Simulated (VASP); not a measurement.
# SnO2 (Pa-3) in VASP: a series of runs

Runs on SnO2. Level: RPBE. Tasks: single point, relaxation of cell and atoms.

All numbers are computed with VASP 6.6.1; they aren't measurements. Logs are shortened: lines on timing, memory, paths and dates and some standing lists are left out, and cuts for length are marked.

**1. The cell of the first run**

Symmetry: Pa-3, No. 205, cubic system. The conventional cell has a = 5.209 Å, b = 5.209 Å, c = 5.209 Å, α = 90.00°, β = 90.00°, γ = 90.00°. Within 2.8 Å of Sn (site symmetry -3) lie 6 O at 2.13 Å. O (site symmetry 3) has 4 Sn at 2.13 to 3.06 Å and 7 O at 2.76 to 2.91 Å within 3.1 Å.

**2. Single point, RPBE**

INCAR reads:

```
SYSTEM = SnO2
ALGO     = Normal         ! electronic algorithm
EDIFF    = 1E-7           ! SCF threshold, eV
ENCUT    = 520            ! plane-wave cutoff, eV
GGA      = RP             ! functional
ISIF     = 2              ! what is computed and relaxed
ISMEAR   = -1             ! smearing method
LASPH    = .True.         ! aspherical terms in the spheres
LCHARG   = .False.        ! write CHGCAR
LREAL    = .False.        ! projectors in reciprocal space
LWAVE    = .False.        ! write WAVECAR
NBANDS   = 64             ! bands
NELM     = 80             ! most SCF steps
PREC     = Accurate       ! precision mode
SIGMA    = 0.05           ! smearing width, eV
```

KPOINTS reads:

```
k-points
0
Gamma
  5 5 5
  0 0 0
```

POSCAR reads:

```
SnO2
1.0
    5.2091073764      0.0000000000      0.0000000000
    0.0000000000      5.2091073764      0.0000000000
    0.0000000000      0.0000000000      5.2091073764
Sn O
4 8
Direct
    0.0000000000      0.0000000000      0.0000000000
    0.5000000000      0.0000000000      0.5000000000
    0.5000000000      0.5000000000      0.0000000000
    0.0000000000      0.5000000000      0.5000000000
    0.6611879541      0.8388120459      0.1611879541
    0.8388120459      0.1611879541      0.6611879541
    0.1611879541      0.6611879541      0.8388120459
    0.3388120459      0.3388120459      0.3388120459
    0.6611879541      0.6611879541      0.6611879541
    0.8388120459      0.3388120459      0.1611879541
    0.1611879541      0.8388120459      0.3388120459
    0.3388120459      0.1611879541      0.8388120459
```

Potentials or basis: VASP PAW PBE potentials, release 64 (Sn_d, O).

On the command line:

```console
> cat potpaw_PBE.64/Sn_d/POTCAR potpaw_PBE.64/O/POTCAR > POTCAR
> mpirun -np 1 vasp_std > vasp.out
```

OUTCAR:

```text
SYSTEM = SnO2
   EDIFF = 1E-7
   ENCUT = 520
   GGA = RP
   ISIF = 2
   ISMEAR = -1
   LASPH = .True.
   LREAL = .False.
   NELM = 80
   PREC = Accurate

 ion  position               nearest neighbor table
   1  0.000  0.000  0.000-   5 2.13   6 2.13   7 2.13  10 2.13  11 2.13  12 2.13   2 3.68   3 3.68
                             4 3.68   2 3.68   4 3.68   3 3.68   4 3.68   4 3.68   2 3.68   3 3.68
   2  0.500  0.000  0.500-   5 2.13   6 2.13   8 2.13   9 2.13  11 2.13  12 2.13   1 3.68   3 3.68
                             4 3.68   1 3.68   3 3.68   3 3.68   4 3.68   3 3.68   1 3.68   4 3.68
   3  0.500  0.500  0.000-   5 2.13   7 2.13   8 2.13   9 2.13  10 2.13  12 2.13   1 3.68   2 3.68
                             4 3.68   2 3.68   4 3.68   1 3.68   2 3.68   2 3.68   1 3.68   4 3.68
   4  0.000  0.500  0.500-   6 2.13   7 2.13   8 2.13   9 2.13  10 2.13  11 2.13   1 3.68   2 3.68
                             3 3.68   1 3.68   3 3.68   1 3.68   2 3.68   1 3.68   2 3.68   3 3.68
   5  0.661  0.839  0.161-   1 2.13   2 2.13   3 2.13
   6  0.839  0.161  0.661-   1 2.13   2 2.13   4 2.13
   7  0.161  0.661  0.839-   1 2.13   3 2.13   4 2.13
   8  0.339  0.339  0.339-   2 2.13   3 2.13   4 2.13
   9  0.661  0.661  0.661-   2 2.13   3 2.13   4 2.13
  10  0.839  0.339  0.161-   1 2.13   3 2.13   4 2.13
  11  0.161  0.839  0.339-   1 2.13   2 2.13   4 2.13
  12  0.339  0.161  0.839-   1 2.13   2 2.13   3 2.13

  LATTYP: Found a simple cubic cell.
 ALAT       =     5.2091073764

  Lattice vectors:

 A1 = (   5.2091073764,   0.0000000000,   0.0000000000)
 A2 = (   0.0000000000,   5.2091073764,   0.0000000000)
 A3 = (   0.0000000000,   0.0000000000,   5.2091073764)

Analysis of symmetry for initial positions (statically):
=====================================================================
 Subroutine PRICEL returns:
 Original cell was already a primitive cell.

 Routine SETGRP: Setting up the symmetry group for a
 simple cubic supercell.

 Subroutine GETGRP returns: Found 24 space group operations
 (whereof  6 operations were pure point group operations)
 out of a pool of 48 trial point group operations.

The static configuration has the point symmetry S_6 .
 The point group associated with its full space group is T_h .

Analysis of symmetry for dynamics (positions and initial velocities):
=====================================================================
 Subroutine PRICEL returns:
 Original cell was already a primitive cell.

 Routine SETGRP: Setting up the symmetry group for a
 simple cubic supercell.

 Subroutine GETGRP returns: Found 24 space group operations
 (whereof  6 operations were pure point group operations)
 out of a pool of 48 trial point group operations.

The dynamic configuration has the point symmetry S_6 .
 The point group associated with its full space group is T_h .

 Subroutine INISYM returns: Found 24 space group operations
 (whereof  6 operations are pure point group operations),
 and found     1 'primitive' translations

----------------------------------------------------------------------------------------

                                     Primitive cell

  volume of cell :     141.3481

  direct lattice vectors                    reciprocal lattice vectors
     5.209107376  0.000000000  0.000000000     0.191971470  0.000000000  0.000000000
     0.000000000  5.209107376  0.000000000     0.000000000  0.191971470  0.000000000
     0.000000000  0.000000000  5.209107376     0.000000000  0.000000000  0.191971470

  length of vectors
     5.209107376  5.209107376  5.209107376     0.191971470  0.191971470  0.191971470

  position of ions in fractional coordinates (direct lattice)
     0.000000000  0.000000000  0.000000000
     0.500000000  0.000000000  0.500000000
     0.500000000  0.500000000  0.000000000
     0.000000000  0.500000000  0.500000000
     0.661187954  0.838812046  0.161187954
     0.838812046  0.161187954  0.661187954
     0.161187954  0.661187954  0.838812046
     0.338812046  0.338812046  0.338812046
     0.661187954  0.661187954  0.661187954
     0.838812046  0.338812046  0.161187954
     0.161187954  0.838812046  0.338812046
     0.338812046  0.161187954  0.838812046

  ion indices of the primitive-cell ions
   primitive index   ion index
                 1           1
                 2           2
                 3           3
                 4           4
                 5           5
                 6           6
                 7           7
                 8           8
                 9           9
                10          10
                11          11
                12          12

----------------------------------------------------------------------------------------

 KPOINTS: k-points

Automatic generation of k-mesh.
 Grid dimensions read from file:
 generate k-points for:    5    5    5

 Generating k-lattice:

  Cartesian coordinates                     Fractional coordinates (reciprocal lattice)
     0.038394294  0.000000000  0.000000000     0.200000000  0.000000000  0.000000000
     0.000000000  0.038394294  0.000000000     0.000000000  0.200000000  0.000000000
     0.000000000  0.000000000  0.038394294     0.000000000  0.000000000  0.200000000

  Length of vectors
     0.038394294  0.038394294  0.038394294

  Shift w.r.t. Gamma in fractional coordinates (k-lattice)
     0.000000000  0.000000000  0.000000000

 Subroutine IBZKPT returns following result:
 ===========================================

 Found     11 irreducible k-points:

 Following reciprocal coordinates:
            Coordinates               Weight
  0.000000  0.000000  0.000000      1.000000
  0.200000  0.000000  0.000000      6.000000
  0.400000  0.000000  0.000000      6.000000
  0.200000  0.200000  0.000000     12.000000
  0.400000  0.200000  0.000000     12.000000
 -0.200000  0.400000  0.000000     12.000000
  0.400000  0.400000  0.000000     12.000000
  0.200000  0.200000  0.200000      8.000000
  0.400000  0.200000  0.200000     24.000000
  0.400000  0.400000  0.200000     24.000000
  0.400000  0.400000  0.400000      8.000000
   k-points           NKPTS =     11   k-points in BZ     NKDIM =     11   number of bands    NBANDS=     64
   number of dos      NEDOS =    301   number of ions     NIONS =     12
   total plane-waves  NPLWV =  64000
   dimension x,y,z NGX =    40 NGY =   40 NGZ =   40
   dimension x,y,z NGXF=    80 NGYF=   80 NGZF=   80
   ions per type =               4   8
   NGX,Y,Z   is equivalent  to a cutoff of  12.77, 12.77, 12.77 a.u.
   NGXF,Y,Z  is equivalent  to a cutoff of  25.53, 25.53, 25.53 a.u.
 SYSTEM =  SnO2
   PREC   = accura    normal or accurate (medium, high low for compatibility)
   ISTART =      0    job   : 0-new  1-cont  2-samecut
   ICHARG =      2    charge: 1-file 2-atom 10-const
   ISPIN  =      1    spin polarized calculation?
   LNONCOLLINEAR =      F non collinear calculations
   LSORBIT =      F    spin-orbit coupling
   LASPH  =      T    aspherical Exc in radial PAW
   ENCUT  =  520.0 eV  38.22 Ry    6.18 a.u.   9.69  9.69  9.69*2*pi/ulx,y,z
   NELM   =     80;   NELMIN=  2; NELMDL= -5     # of ELM steps
   EDIFF  = 0.1E-06   stopping-criterion for ELM
   LREAL  =      F    real-space projection
   EDIFFG = 0.1E-05   stopping-criterion for IOM
   NSW    =      0    number of steps for IOM
   IBRION =     -1    ionic relax: 0-MD 1-quasi-New 2-CG
   NFREE  =      0    steps in history (QN), initial steepest desc. (CG)
   ISIF   =      2    stress and relaxation
   ISYM   =      2    0-nonsym 1-usesym 2-fastsym
   POTIM  = 0.5000    time-step for ionic-motion
   TEBEG  =    0.0;   TEEND  =   0.0 temperature during run
   PSTRESS=    0.0 pullay stress
   NELECT =     104.0000    total number of electrons
   NUPDOWN=      -1.0000    fix difference up-down
   EMIN   =  10.00;   EMAX   =-10.00  energy-range for DOS
   EFERMI =   0.00;   METHOD = LEGACY
   ISMEAR =    -1;   SIGMA  =   0.05  broadening in eV -4-tet -1-fermi 0-gaus
   EFERMI_NEDOS =   21; number of points for ismear=-14 and -15
   IALGO  =     38    algorithm
   IMIX   =      4    mixing-type and parameters
     AMIX     =   0.40;   BMIX     =  1.00
     AMIX_MAG =   1.60;   BMIX_MAG =  1.00
  volume/ion in A,a.u.               =      11.78        79.49
  Fermi-wavevector in a.u.,A,eV,Ry     =   1.477937  2.792896 29.719182  2.184298
  Thomas-Fermi vector in A             =   2.592280
   LORBIT       =      0    0 simple, 1 ext, 2 COOP (PROOUT), +10 PAW based schemes
   GGA     = RP    functional components
   LHFCALC =     F    Hartree Fock is set to
   AEXX    =    0.0000 exact exchange contribution
   IVDW    =     0    specifies the selected vdW correction
   LEPSILON=     F    determine dielectric tensor
   LRPA    =     F    only Hartree local field effects (RPA)
 non-spin polarized calculation
  energy-cutoff  :      520.00
  volume of cell :      141.35
 maximum number of plane-waves:      3819
 NGX is ok and might be reduce to    40
   NGX = 19   NGY = 19   NGZ = 19

 number of electron     103.9999949 magnetization

 Free energy of the ion-electron system (eV)
  ---------------------------------------------------
  ext. energy  EPLUGINS =         0.00000000
  ---------------------------------------------------
  free energy    TOTEN  =       -68.57649551 eV

  energy without entropy =      -68.57581843  energy(sigma->0) =      -68.57615697

 E-fermi :   6.7809     XC(G=0): -11.3014

 val. band max:        6.4550423193   @ k =   0.4000   0.0000   0.0000
 cond. band min:       6.9101493522   @ k =   0.0000   0.0000   0.0000
 fundamental gap:      0.4551070329
 Fermi energy:         6.7809442142

 k-point     1 :       0.0000    0.0000    0.0000
  band No.  band energies     occupation
      1     -14.3974      2.00000
      2     -14.3974      2.00000
      3     -14.3974      2.00000
      4     -13.7817      2.00000
      5     -13.7817      2.00000
      6     -13.7817      2.00000
[... 726 lines left out ...]
     63      17.1064      0.00000
     64      17.5839      0.00000

------------------------ aborting loop because EDIFF is reached ----------------------------------------

  FORCE on cell =-STRESS in cart. coord.  units (eV):
  Direction    XX          YY          ZZ          XY          YZ          ZX
  --------------------------------------------------------------------------------------
  -------------------------------------------------------------------------------------
  Total        0.4830100      0.4830100      0.4830100      0.0000000      0.0000000      0.0000000
  in kB        5.4749070      5.4749070      5.4749070      0.0000000      0.0000000      0.0000000
  external PRESSURE =       5.4749070 kB  Pullay stress =       0.0000000 kB

 VOLUME and BASIS-vectors are now :
 -----------------------------------------------------------------------------
  energy-cutoff  :      520.00
  volume of cell :      141.35
      direct lattice vectors                 reciprocal lattice vectors
     5.209107376  0.000000000  0.000000000     0.191971470  0.000000000  0.000000000
     0.000000000  5.209107376  0.000000000     0.000000000  0.191971470  0.000000000
     0.000000000  0.000000000  5.209107376     0.000000000  0.000000000  0.191971470

 POSITION                                       TOTAL-FORCE (eV/Angst)
 -----------------------------------------------------------------------------------
      0.00000      0.00000      0.00000         0.000000     -0.000000      0.000000
      2.60455      0.00000      2.60455         0.000000     -0.000000      0.000000
      2.60455      2.60455      0.00000         0.000000     -0.000000      0.000000
      0.00000      2.60455      2.60455         0.000000     -0.000000      0.000000
      3.44420      4.36946      0.83965        -0.000864      0.000864     -0.000864
      4.36946      0.83965      3.44420         0.000864     -0.000864     -0.000864
      0.83965      3.44420      4.36946        -0.000864     -0.000864      0.000864
      1.76491      1.76491      1.76491         0.000864      0.000864      0.000864
      3.44420      3.44420      3.44420        -0.000864     -0.000864     -0.000864
      4.36946      1.76491      0.83965         0.000864      0.000864     -0.000864
      0.83965      4.36946      1.76491        -0.000864      0.000864      0.000864
      1.76491      0.83965      4.36946         0.000864     -0.000864      0.000864
 -----------------------------------------------------------------------------------
    total drift:                               -0.000000      0.000000     -0.000000

  FREE ENERGIE OF THE ION-ELECTRON SYSTEM (eV)
  ---------------------------------------------------
  free  energy   TOTEN  =       -68.5764955050 eV

  energy  without entropy=      -68.5758184342  energy(sigma->0) =      -68.57615697
```

It took 83 s on 1 thread of Intel Xeon Platinum 8488C (Sapphire Rapids), shared host; peak memory 0.26 GiB.

Results:

```yaml
Free_energy: -68.5765 eV
Pressure: 0.5 GPa
Band_gap_on_the_k_mesh: 0.46 eV (least direct gap 0.51 eV)
```

Caveat: the PAW data sets were made with another functional, which shifts forces and pressure a little; spin-orbit coupling is left out, which moves the levels of the heavy elements; an odd mesh through Γ misses points on the zone boundary, where band edges can lie.

**3. Relaxation of cell and atoms, RPBE**

This run uses another cell than the first one, of 11.55 Å³/atom.

INCAR reads:

```
SYSTEM = SnO2
PREC = Accurate
ENCUT = 600
EDIFF = 1E-6
ISMEAR = -1
SIGMA = 0.05
LREAL = .FALSE.
LASPH = .TRUE.
NELM = 80
ALGO = Normal
ISIF = 3
LWAVE = .FALSE.
LCHARG = .FALSE.
GGA = RP
IBRION = 2
NSW = 60
EDIFFG = -0.01
```

KPOINTS reads:

```
regular mesh
0
G
  5 5 5
  0 0 0
```

POSCAR reads:

```
SnO2
1.0
    5.1752560000      0.0000000000      0.0000000000
    0.0000000000      5.1752560000      0.0000000000
    0.0000000000      0.0000000000      5.1752560000
Sn O
4 8
Direct
    0.0000000000      0.0000000000      0.0000000000
    0.5000000000      0.0000000000      0.5000000000
    0.5000000000      0.5000000000      0.0000000000
    0.0000000000      0.5000000000      0.5000000000
    0.6610980000      0.8389020000      0.1610980000
    0.8389020000      0.1610980000      0.6610980000
    0.1610980000      0.6610980000      0.8389020000
    0.3389020000      0.3389020000      0.3389020000
    0.6610980000      0.6610980000      0.6610980000
    0.8389020000      0.3389020000      0.1610980000
    0.1610980000      0.8389020000      0.3389020000
    0.3389020000      0.1610980000      0.8389020000
```

Potentials or basis: VASP PAW PBE potentials, release 64 (Sn_d, O).

On the command line:

```console
> cat potpaw_PBE.64/Sn_d/POTCAR potpaw_PBE.64/O/POTCAR > POTCAR
> mpirun -np 1 vasp_std > vasp.out
```

Wall time 3.4 min (1 thread of Intel Xeon Platinum 8488C (Sapphire Rapids), shared host); peak memory 0.31 GiB.

It converged, with:

```
Free energy                           : -68.5921 eV
Relaxed volume                        : 11.80 Å³/atom
Relaxed cell                          : a = 5.213 Å, b = 5.213 Å, c = 5.213 Å, α = 90.00°, β = 90.00°, γ = 90.00°
Space group after relaxing (to 0.1 Å) : Pa-3 (No. 205)
Energy gained by relaxing             : 3.1 meV/atom
Ionic steps                           : 3
Pressure after relaxing               : 0.0 GPa
Largest force after relaxing          : 0.003 eV/Å
Band gap on the k mesh                : 0.44 eV (least direct gap 0.49 eV)
```

Forces in eV/Å, atoms in the order of the input:
```
Sn   0.000  0.000  0.000
Sn   0.000  0.000  0.000
Sn   0.000  0.000  0.000
Sn   0.000  0.000  0.000
O    0.002 -0.002  0.002
O   -0.002  0.002  0.002
O    0.002  0.002 -0.002
O   -0.002 -0.002 -0.002
O    0.002  0.002  0.002
O   -0.002 -0.002  0.002
O    0.002 -0.002 -0.002
O   -0.002  0.002 -0.002
```

The path:
```csv
step,energy change (eV),largest force (eV/Å),pressure (GPa),volume (Å³)
1,0.0000,0.0165,4.03,138.61
2,-0.0056,0.0208,-3.38,144.51
3,-0.0368,0.0033,0.00,141.63
```

Final structure:
```
CELL_PARAMETERS angstrom
5.21252 0.00000 0.00000
0.00000 5.21252 0.00000
0.00000 0.00000 5.21252
ATOMIC_POSITIONS crystal
Sn 0.00000 0.00000 0.00000
Sn 0.50000 0.00000 0.50000
Sn 0.50000 0.50000 0.00000
Sn 0.00000 0.50000 0.50000
O 0.66105 0.83895 0.16105
O 0.83895 0.16105 0.66105
O 0.16105 0.66105 0.83895
O 0.33895 0.33895 0.33895
O 0.66105 0.66105 0.66105
O 0.83895 0.33895 0.16105
O 0.16105 0.83895 0.33895
O 0.33895 0.16105 0.83895
```

Levels at points of the mesh, in eV from the valence-band top:
| k point | band 48 | band 49 | band 50 | band 51 | band 52 | band 53 | band 54 | band 55 | band 56 | band 57 |
| --- | --- | --- | --- | --- | --- | --- | --- | --- | --- | --- |
| (0.00, 0.00, 0.00) | -0.73 | -0.31 | -0.05 | -0.05 | -0.05 | 0.44 | 5.58 | 5.58 | 5.58 | 7.29 |

Caveat: the PAW data sets were made with another functional, which shifts forces and pressure a little; spin-orbit coupling is left out, which moves the levels of the heavy elements; an odd mesh through Γ misses points on the zone boundary, where band edges can lie.
